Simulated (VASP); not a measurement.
# Al16GeN15 (a cell with a defect) (Ge_N) in VASP: settings compared

Aim: see how the results for Al16GeN15 (a cell with a defect) (Ge_N) move with the level of theory and the settings. Levels: PBE, r2SCAN. Tasks: single point.

Everything below comes from runs of VASP 6.6.1. Logs are shortened: lines on timing, memory, paths and dates and some standing lists are left out, and cuts for length are marked.

### 1 The cell of the first run

The cell holds a defect, 32 atoms: a = 6.260 Å, b = 6.260 Å, c = 10.035 Å, α = 90.00°, β = 90.00°, γ = 120.00°.

### 2 Single point, PBE

Contents of INCAR:

```
  ALGO = Normal
  EDIFF = 1E-6
  ENCUT = 520
  GGA = PE
  ISIF = 2
  ISMEAR = 0
  LASPH = T
  LCHARG = F
  LREAL = Auto
  LWAVE = F
  NBANDS = 90
  NELECT = 136.0
  NELM = 100
  PREC = Accurate
  SIGMA = 0.01
```

Contents of KPOINTS:

```
Automatic mesh
0
Gamma
  1 1 1
  0.25 0.25 0.25
```

Contents of POSCAR:

```
Al16GeN15
1.0
    6.2595139092      0.0000000618      0.0000000000
   -3.1297570081      5.4208980298      0.0000000000
    0.0000000000      0.0000000000     10.0348065900
Al N Ge
16 15 1
Direct
    0.3365027521      0.1606431354      0.2498647620
    0.1576777036      0.3393002229      0.5017066783
    0.3269940979      0.1716795798      0.7514965399
    0.1671305898      0.3290878017      1.0061098698
    0.3364607241      0.6612181353      0.2564040634
    0.1829766987      0.8630968617      0.5074027981
    0.3257239581      0.6612378937      0.7545608725
    0.1888844209      0.8396416378      0.9907154117
    0.8363957568      0.1613001479      0.2560916408
    0.6341182996      0.3136790511      0.5069630972
    0.8362980536      0.1714063071      0.7545667266
    0.6570963223      0.3081987098      0.9907381634
    0.8567686071      0.6405587273      0.1785798107
    0.6381140341      0.8583942578      0.5235822223
    0.8294804138      0.6692117650      0.7545975285
    0.6656259062      0.8301610467      0.9999482450
    0.3209805539      0.1759577913      0.4382821502
    0.1703811575      0.3274322960      0.1951893426
    0.3293212824      0.1676575280      0.9369820135
    0.1632666438      0.3338449987      0.6903915529
    0.3180332986      0.6769304233      0.4462086916
    0.1996498007      0.8360956430      0.1754324404
    0.3356413186      0.6577056653      0.9411128847
    0.1645977235      0.8347906399      0.6961865454
    0.8199053155      0.1780932411      0.4458487434
    0.6608746052      0.2977290935      0.1754648384
    0.8375565918      0.1600545454      0.9414736328
    0.6648684090      0.3346820455      0.6959891219
    0.6808341919      0.8178457179      0.2015964542
    0.8361069763      0.6606242887      0.9525198728
    0.6611175725      0.8360790317      0.7052094323
    0.8104311952      0.6867460871      0.4001553449
```

Potentials or basis: VASP PAW PBE potentials, release 64 (Al, N, Ge_d).

Launch:

```bash
cat potpaw_PBE.64/Al/POTCAR potpaw_PBE.64/N/POTCAR potpaw_PBE.64/Ge_d/POTCAR > POTCAR
mpirun -np 1 vasp_std > vasp.out
```

OUTCAR:

```text
EDIFF = 1E-6
   ENCUT = 520
   GGA = PE
   ISIF = 2
   ISMEAR = 0
   LASPH = T
   LREAL = Auto
   NELECT = 136.0
   NELM = 100
   PREC = Accurate

 ion  position               nearest neighbor table
   1  0.337  0.161  0.250-  18 1.89  17 1.90  26 1.92  22 1.92  10 3.04   6 3.05   4 3.06   5 3.13
                             9 3.13  12 3.13   8 3.13   9 3.13   5 3.13   2 3.18  13 3.22  13 3.22
   2  0.158  0.339  0.502-  17 1.88  20 1.89  21 1.91  25 1.92   5 3.02   9 3.02   6 3.06  10 3.07
                            11 3.08   7 3.08   3 3.10  14 3.14  14 3.15   1 3.18  10 3.20   6 3.20
   3  0.327  0.172  0.751-  19 1.86  20 1.87  24 1.91  28 1.91  10 2.97   6 2.97  12 3.00   8 3.01
                             7 3.07  11 3.07   4 3.08   2 3.10  15 3.13  15 3.13  11 3.19   7 3.19
   4  0.167  0.329  0.006-  19 1.89  23 1.90  18 1.90  27 1.90   1 3.06   3 3.08   9 3.08   5 3.09
                            11 3.10   7 3.10  16 3.13  16 3.13  12 3.13   8 3.13   8 3.14  12 3.14
   5  0.336  0.661  0.256-  22 1.88  18 1.91  21 1.91  29 1.95   2 3.02  13 3.04   4 3.09   1 3.13
                             9 3.13   9 3.13  16 3.13   1 3.13  14 3.15   6 3.17   8 3.20
   6  0.183  0.863  0.507-  17 1.84  21 1.85  24 1.90  32 2.29  10 2.82  14 2.87   3 2.97   1 3.05
                             2 3.06   7 3.11  15 3.14   5 3.17   2 3.20
   7  0.326  0.661  0.755-  23 1.87  31 1.88  20 1.89  24 1.91  14 2.88   8 2.92  11 3.06   3 3.07
                            16 3.08   2 3.08   4 3.10   6 3.11  15 3.13  15 3.13   3 3.19  11 3.19
   8  0.189  0.840  0.991-  23 1.85  22 1.86  19 1.86  30 1.95  13 2.61   7 2.92  12 2.93   3 3.01
                            16 3.02  15 3.07   1 3.13   4 3.13   4 3.14   5 3.20  16 3.25  12 3.33
   9  0.836  0.161  0.256-  26 1.88  18 1.91  25 1.91  29 1.94   2 3.02  13 3.04   4 3.08   1 3.13
                             5 3.13   5 3.13   1 3.13  16 3.14  14 3.16  10 3.17  12 3.20
  10  0.634  0.314  0.507-  17 1.84  25 1.85  28 1.90  32 2.29   6 2.82  14 2.87   3 2.97   1 3.04
                             2 3.07  11 3.11  15 3.15   9 3.17   2 3.20
  11  0.836  0.171  0.755-  27 1.88  31 1.88  20 1.89  28 1.91  14 2.88  12 2.93   7 3.06   3 3.07
                             2 3.08  16 3.08   4 3.10  10 3.11  15 3.12  15 3.14   3 3.19   7 3.19
  12  0.657  0.308  0.991-  27 1.85  26 1.86  19 1.86  30 1.95  13 2.62  11 2.93   8 2.93   3 3.00
                            16 3.02  15 3.07   1 3.13   4 3.13   4 3.14   9 3.20  16 3.24   8 3.33
  13  0.857  0.641  0.179-  26 1.87  22 1.87  29 1.93  30 2.28  32 2.28   8 2.61  12 2.62  16 2.73
                             9 3.04   5 3.04   1 3.22   1 3.22
  14  0.638  0.858  0.524-  31 1.84  25 1.91  21 1.91  32 2.24  10 2.87   6 2.87   7 2.88  11 2.88
                            15 3.10   2 3.14   2 3.15   5 3.15   9 3.16
  15  0.829  0.669  0.755-  31 1.88  28 1.91  24 1.91  30 1.99  16 3.03   8 3.07  12 3.07  14 3.10
                            11 3.12   7 3.13   3 3.13   3 3.13   7 3.13   6 3.14  11 3.14  10 3.15
  16  0.666  0.830  1.000-  27 1.88  23 1.88  30 1.90  29 2.03  13 2.73   8 3.02  12 3.02  15 3.03
                             7 3.08  11 3.08   4 3.13   5 3.13   4 3.13   9 3.14  12 3.24   8 3.25
  17  0.321  0.176  0.438-  10 1.84   6 1.84   2 1.88   1 1.90
  18  0.170  0.327  0.195-   1 1.89   4 1.90   5 1.91   9 1.91
  19  0.329  0.168  0.937-   3 1.86  12 1.86   8 1.86   4 1.89
  20  0.163  0.334  0.690-   3 1.87  11 1.89   7 1.89   2 1.89
  21  0.318  0.677  0.446-   6 1.85  14 1.91   5 1.91   2 1.91
[... 213 lines left out ...]
   LORBIT       =      0    0 simple, 1 ext, 2 COOP (PROOUT), +10 PAW based schemes
   GGA     = PE    functional components
   LHFCALC =     F    Hartree Fock is set to
   AEXX    =    0.0000 exact exchange contribution
   IVDW    =     0    specifies the selected vdW correction
   LEPSILON=     F    determine dielectric tensor
   LRPA    =     F    only Hartree local field effects (RPA)
 non-spin polarized calculation
 Gauss-broadening in eV      SIGMA  =   0.01
  energy-cutoff  :      520.00
  volume of cell :      340.50
 maximum number of plane-waves:      9148
 NGX is ok and might be reduce to    48
   NGX = 23   NGY = 23   NGZ = 37

 number of electron     135.9999988 magnetization

 Free energy of the ion-electron system (eV)
  ---------------------------------------------------
  ext. energy  EPLUGINS =         0.00000000
  ---------------------------------------------------
  free energy    TOTEN  =      -236.11060300 eV

  energy without entropy =     -236.11060300  energy(sigma->0) =     -236.11060300

 E-fermi :   8.0033     XC(G=0): -10.9632

 val. band max:        7.9466102976   @ k =  -0.2500   0.5000   0.2500
 cond. band min:       8.4356211357   @ k =   0.2500   0.5000   0.2500
 fundamental gap:      0.4890108380
 Fermi energy:         8.0032794969

 k-point     1 :       0.2500    0.2500    0.2500
  band No.  band energies     occupation
      1     -15.3637      2.00000
      2     -15.3152      2.00000
      3     -15.3023      2.00000
      4     -15.0971      2.00000
      5     -15.0532      2.00000
      6      -8.4573      2.00000
[... 487 lines left out ...]
     79      13.0347      0.00000
     80      13.2370      0.00000
 [bands above 80 left out]

------------------------ aborting loop because EDIFF is reached ----------------------------------------

  FORCE on cell =-STRESS in cart. coord.  units (eV):
  Direction    XX          YY          ZZ          XY          YZ          ZX
  --------------------------------------------------------------------------------------
  -------------------------------------------------------------------------------------
  Total        6.6743904      7.8385314     10.1498774      0.7190091      4.4876917     -7.6465900
  in kB       31.4051832     36.8828462     47.7584832      3.3831725     21.1160531    -35.9796995
  external PRESSURE =      38.6821709 kB  Pullay stress =       0.0000000 kB

 VOLUME and BASIS-vectors are now :
 -----------------------------------------------------------------------------
  energy-cutoff  :      520.00
  volume of cell :      340.50
      direct lattice vectors                 reciprocal lattice vectors
     6.259513909  0.000000062  0.000000000     0.159756813  0.092235641  0.000000000
    -3.129757008  5.420898030  0.000000000    -0.000000002  0.184471279  0.000000000
     0.000000000  0.000000000 10.034806590     0.000000000  0.000000000  0.099653141

 POSITION                                       TOTAL-FORCE (eV/Angst)
 -----------------------------------------------------------------------------------
      1.60357      0.87083      2.50734         0.137061     -0.082079     -0.100839
     -0.07494      1.83931      5.03453        -0.324151      0.173323     -0.012685
      1.50951      0.93066      7.54112         0.121822     -0.043223      0.034029
      0.01619      1.78395      0.06131        -0.106132      0.039507      0.026381
      0.03663      3.58440      2.57297         0.155853     -0.033618      0.145260
     -1.55594      4.67876      5.09169         0.013116     -0.164069     -0.001786
[... 24 lines left out ...]
      1.52155      4.53230      7.07664        -0.149074      0.095604      0.068056
      2.92356      3.72278      4.01548        -0.089418      0.047542      0.191986
 -----------------------------------------------------------------------------------
    total drift:                                0.008389     -0.014290      0.010912

  FREE ENERGIE OF THE ION-ELECTRON SYSTEM (eV)
  ---------------------------------------------------
  free  energy   TOTEN  =      -236.1106029988 eV

  energy  without entropy=     -236.1106029988  energy(sigma->0) =     -236.11060300
```

stdout:

```text
POSCAR found type information on POSCAR AlN Ge
 POSCAR found :  3 types and      32 ions
 scaLAPACK will be used
 LDA part: xc-table for (Slater+PW92), standard interpolation
 POSCAR, INCAR and KPOINTS ok, starting setup
 FFT: planning ... GRIDC
 FFT: planning ... GRID_SOFT
 FFT: planning ... GRID
 WAVECAR not read
 entering main loop
 the old and the new charge density differ
 old charge density:   137.00000 new  136.00000
    0.330E+01
```

It took 5.1 min on 1 thread of Intel Xeon Platinum 8488C (Sapphire Rapids), shared host; peak memory 0.48 GiB.

Results:

| Item | Value |
| --- | --- |
| Free energy | -236.1106 eV |
| Largest force | 0.368 eV/Å |

Forces on the atoms (eV/Å):
```
Al   0.137 -0.082 -0.101
Al  -0.324  0.173 -0.013
Al   0.122 -0.043  0.034
Al  -0.106  0.040  0.026
Al   0.156 -0.034  0.145
Al   0.013 -0.164 -0.002
Al   0.100 -0.091 -0.038
Al  -0.154  0.077 -0.039
Al   0.104 -0.104  0.157
Al   0.161  0.089  0.037
Al   0.094 -0.036  0.000
Al  -0.138  0.088 -0.025
Al   0.108 -0.063 -0.122
Al  -0.095  0.053 -0.343
Al   0.162 -0.103  0.006
Al  -0.124  0.084  0.038
N    0.237 -0.131  0.205
N   -0.197  0.106 -0.138
N    0.145 -0.097 -0.075
N   -0.147  0.114  0.018
N    0.215 -0.073 -0.109
N   -0.255  0.050  0.166
N    0.179 -0.056  0.004
N   -0.208  0.049  0.031
N    0.162 -0.113 -0.079
N   -0.155  0.209  0.163
N    0.224 -0.082 -0.057
N   -0.223  0.076  0.010
N   -0.191  0.039 -0.187
N    0.237 -0.117  0.026
N   -0.149  0.096  0.068
Ge  -0.089  0.048  0.192
```

Caveat: the k points lie up to 1.16 Å⁻¹ apart; the cell carries a net charge on a neutralising background, which shifts energy and pressure; the cell is charged against a uniform background, so pressure and absolute levels hang on convention.

### 3 Single point, PBE

Contents of INCAR:

```
PREC = Accurate
ENCUT = 520
EDIFF = 1E-6
ISMEAR = 0
SIGMA = 0.01
LREAL = Auto
LASPH = True
NELM = 100
ALGO = Normal
ISIF = 2
LWAVE = False
LCHARG = False
GGA = PE
NBANDS = 90
NELECT = 136.0
```

KPOINTS is that of step 2.

Edit POSCAR of step 2 so:

```diff
@@ -2,5 +2,5 @@
 1.0
-    6.2595139092      0.0000000618      0.0000000000
-   -3.1297570081      5.4208980298      0.0000000000
-    0.0000000000      0.0000000000     10.0348065900
+    6.2595139128      0.0000000578      0.0000000000
+   -3.1297570064      5.4208980350      0.0000000000
+    0.0000000000      0.0000000000     10.0348065929
 Al N Ge
```

Potentials or basis: VASP PAW PBE potentials, release 64 (Al, N, Ge_d).

Launch:

```bash
cat potpaw_PBE.64/Al/POTCAR potpaw_PBE.64/N/POTCAR potpaw_PBE.64/Ge_d/POTCAR > POTCAR
mpirun -np 1 vasp_std > vasp.out
```

OUTCAR:

```text
PREC = Accurate
   ENCUT = 520
   EDIFF = 1E-6
   ISMEAR = 0
   LREAL = Auto
   LASPH = True
   NELM = 100
   ISIF = 2
   GGA = PE
   NELECT = 136.0

 ion  position               nearest neighbor table
   1  0.337  0.161  0.250-  18 1.89  17 1.90  26 1.92  22 1.92  10 3.04   6 3.05   4 3.06   5 3.13
                             9 3.13  12 3.13   8 3.13   9 3.13   5 3.13   2 3.18  13 3.22  13 3.22
   2  0.158  0.339  0.502-  17 1.88  20 1.89  21 1.91  25 1.92   5 3.02   9 3.02   6 3.06  10 3.07
                            11 3.08   7 3.08   3 3.10  14 3.14  14 3.15   1 3.18  10 3.20   6 3.20
   3  0.327  0.172  0.751-  19 1.86  20 1.87  24 1.91  28 1.91  10 2.97   6 2.97  12 3.00   8 3.01
[... 784 lines left out ...]
  external PRESSURE =      38.6821680 kB  Pullay stress =       0.0000000 kB

 VOLUME and BASIS-vectors are now :
 -----------------------------------------------------------------------------
  energy-cutoff  :      520.00
  volume of cell :      340.50
      direct lattice vectors                 reciprocal lattice vectors
     6.259513913  0.000000058  0.000000000     0.159756813  0.092235641  0.000000000
    -3.129757006  5.420898035  0.000000000    -0.000000002  0.184471279  0.000000000
     0.000000000  0.000000000 10.034806593     0.000000000  0.000000000  0.099653141

 POSITION                                       TOTAL-FORCE (eV/Angst)
 -----------------------------------------------------------------------------------
      1.60357      0.87083      2.50734         0.137061     -0.082079     -0.100839
     -0.07494      1.83931      5.03453        -0.324151      0.173323     -0.012685
      1.50951      0.93066      7.54112         0.121822     -0.043223      0.034029
      0.01619      1.78395      0.06131        -0.106132      0.039507      0.026381
      0.03663      3.58440      2.57297         0.155853     -0.033618      0.145260
     -1.55594      4.67876      5.09169         0.013116     -0.164069     -0.001786
[... 24 lines left out ...]
      1.52155      4.53230      7.07664        -0.149074      0.095604      0.068056
      2.92356      3.72278      4.01548        -0.089418      0.047542      0.191986
 -----------------------------------------------------------------------------------
    total drift:                                0.008389     -0.014290      0.010912

  FREE ENERGIE OF THE ION-ELECTRON SYSTEM (eV)
  ---------------------------------------------------
  free  energy   TOTEN  =      -236.1106030104 eV

  energy  without entropy=     -236.1106030104  energy(sigma->0) =     -236.11060301
```

OSZICAR:

```text
N       E                     dE             d eps       ncg     rms          rms(c)
DAV:   1     0.944034771462E+03    0.94403E+03   -0.59452E+04  1396   0.178E+03
DAV:   2    -0.861585905039E+02   -0.10302E+04   -0.95143E+03  1346   0.566E+02
DAV:   3    -0.258746280174E+03   -0.17259E+03   -0.16995E+03  1212   0.150E+02
DAV:   4    -0.269349776881E+03   -0.10603E+02   -0.10534E+02  1344   0.449E+01
DAV:   5    -0.269685027214E+03   -0.33525E+00   -0.33452E+00  1328   0.730E+00    0.330E+01
DAV:   6    -0.236140131805E+03    0.33545E+02   -0.13833E+02  1288   0.334E+01    0.120E+01
DAV:   7    -0.236279463981E+03   -0.13933E+00   -0.66788E+00  1384   0.883E+00    0.784E+00
DAV:   8    -0.236122607477E+03    0.15686E+00   -0.59940E-01  1384   0.360E+00    0.212E+00
DAV:   9    -0.236108551691E+03    0.14056E-01   -0.14287E-01  1320   0.165E+00    0.651E-01
DAV:  10    -0.236109059273E+03   -0.50758E-03   -0.54291E-02  1392   0.820E-01    0.475E-01
DAV:  11    -0.236109674326E+03   -0.61505E-03   -0.54167E-03  1312   0.322E-01    0.291E-01
DAV:  12    -0.236110663742E+03   -0.98942E-03   -0.22919E-03  1232   0.179E-01    0.749E-02
DAV:  13    -0.236110595896E+03    0.67846E-04   -0.45905E-04  1328   0.951E-02    0.197E-02
DAV:  14    -0.236110601616E+03   -0.57199E-05   -0.10443E-04  1352   0.402E-02    0.109E-02
DAV:  15    -0.236110602639E+03   -0.10233E-05   -0.88490E-06  1288   0.131E-02    0.471E-03
DAV:  16    -0.236110603010E+03   -0.37104E-06   -0.22963E-06   824   0.549E-03
   1 F= -.23611060E+03 E0= -.23611060E+03  d E =-.222915E-16
```

stdout:

```text
POSCAR found type information on POSCAR AlN Ge
 POSCAR found :  3 types and      32 ions
 scaLAPACK will be used
 LDA part: xc-table for (Slater+PW92), standard interpolation
 POSCAR, INCAR and KPOINTS ok, starting setup
 FFT: planning ... GRIDC
 FFT: planning ... GRID_SOFT
 FFT: planning ... GRID
 WAVECAR not read
 entering main loop
 the old and the new charge density differ
 old charge density:   137.00000 new  136.00000
    0.330E+01
```

It took 6.5 min on 1 thread of Intel Xeon Platinum 8488C (Sapphire Rapids), shared host; peak memory 0.48 GiB.

What came out:

| Property | Result |
| --- | --- |
| Free energy | -236.1106 eV |
| Largest force | 0.368 eV/Å |

Forces in eV/Å, atoms in the order of the input:
```
Al   0.137 -0.082 -0.101
Al  -0.324  0.173 -0.013
Al   0.122 -0.043  0.034
Al  -0.106  0.040  0.026
Al   0.156 -0.034  0.145
Al   0.013 -0.164 -0.002
Al   0.100 -0.091 -0.038
Al  -0.154  0.077 -0.039
Al   0.104 -0.104  0.157
Al   0.161  0.089  0.037
Al   0.094 -0.036  0.000
Al  -0.138  0.088 -0.025
Al   0.108 -0.063 -0.122
Al  -0.095  0.053 -0.343
Al   0.162 -0.103  0.006
Al  -0.124  0.084  0.038
N    0.237 -0.131  0.205
N   -0.197  0.106 -0.138
N    0.145 -0.097 -0.075
N   -0.147  0.114  0.018
N    0.215 -0.073 -0.109
N   -0.255  0.050  0.166
N    0.179 -0.056  0.004
N   -0.208  0.049  0.031
N    0.162 -0.113 -0.079
N   -0.155  0.209  0.163
N    0.224 -0.082 -0.057
N   -0.223  0.076  0.010
N   -0.191  0.039 -0.187
N    0.237 -0.117  0.026
N   -0.149  0.096  0.068
Ge  -0.089  0.048  0.192
```

Caveat: the k points lie up to 1.16 Å⁻¹ apart; the cell carries a net charge on a neutralising background, which shifts energy and pressure; the cell is charged against a uniform background, so pressure and absolute levels hang on convention.

### 4 Single point, r2SCAN

POSCAR is that of step 3.

Contents of INCAR.step1:

```
PREC = Accurate ; ENCUT = 520
ISMEAR = -1 ; SIGMA = 0.01
LREAL = Auto ; LASPH = True
NELM = 60 ; NBANDS = 90
NELECT = 136.0 ; GGA = PE
ALGO = Normal ; EDIFF = 1E-4
LWAVE = True ; LCHARG = False
```

Contents of INCAR.step2:

```
PREC = Accurate ; ENCUT = 520
EDIFF = 1E-6 ; ISMEAR = -1
SIGMA = 0.01 ; LREAL = Auto
LASPH = True ; NELM = 60
ALGO = Normal ; ISIF = 2
LWAVE = False ; LCHARG = False
METAGGA = R2SCAN ; LMIXTAU = True
NBANDS = 90 ; NELECT = 136.0
ISTART = 1
```

KPOINTS is that of step 3.

Launch:

```bash
cat potpaw_PBE.64/Al/POTCAR potpaw_PBE.64/N/POTCAR potpaw_PBE.64/Ge_d/POTCAR > POTCAR
cp INCAR.step1 INCAR
mpirun -np 1 vasp_std > vasp.out
cp INCAR.step2 INCAR
mpirun -np 1 vasp_std > vasp.out
```

It took 15 min on 1 thread of Intel Xeon Platinum 8488C (Sapphire Rapids), shared host; peak memory 0.54 GiB.

It converged, with:

| Property | Result |
| --- | --- |
| Free energy | -313.2941 eV |
| Largest force | 0.508 eV/Å |

Forces in eV/Å, atoms in the order of the input:
```
Al   0.149 -0.088 -0.117
Al  -0.328  0.176 -0.018
Al   0.118 -0.044  0.069
Al  -0.087  0.030 -0.006
Al   0.114 -0.028  0.142
Al   0.009 -0.125 -0.145
Al   0.128 -0.095 -0.004
Al  -0.160  0.066  0.061
Al   0.078 -0.074  0.155
Al   0.125  0.076 -0.106
Al   0.110 -0.057  0.032
Al  -0.132  0.098  0.077
Al   0.102 -0.060 -0.070
Al  -0.045  0.025 -0.437
Al   0.169 -0.109  0.028
Al  -0.091  0.068 -0.006
N    0.346 -0.193  0.318
N   -0.208  0.111 -0.174
N    0.214 -0.135 -0.105
N   -0.154  0.119  0.047
N    0.232 -0.014 -0.047
N   -0.322 -0.023  0.088
N    0.164  0.004 -0.008
N   -0.235  0.065 -0.011
N    0.117 -0.153 -0.016
N   -0.124  0.303  0.084
N    0.168 -0.095 -0.072
N   -0.256  0.086 -0.032
N   -0.140  0.006 -0.128
N    0.231 -0.113  0.092
N   -0.180  0.115 -0.023
Ge  -0.111  0.060  0.333
```

Levels at points of the mesh, in eV from the Fermi level:
```csv
k point,band 66,band 67,band 68,band 69,band 70,band 71
"(0.25, 0.25, 0.25)",-2.65,-0.88,-0.43,0.52,3.38,3.98
```

Caveat: the k points lie up to 1.16 Å⁻¹ apart; the cell carries a net charge on a neutralising background, which shifts energy and pressure; the cell is charged against a uniform background, so pressure and absolute levels hang on convention; the PAW data sets were made with another functional, which shifts forces and pressure a little.
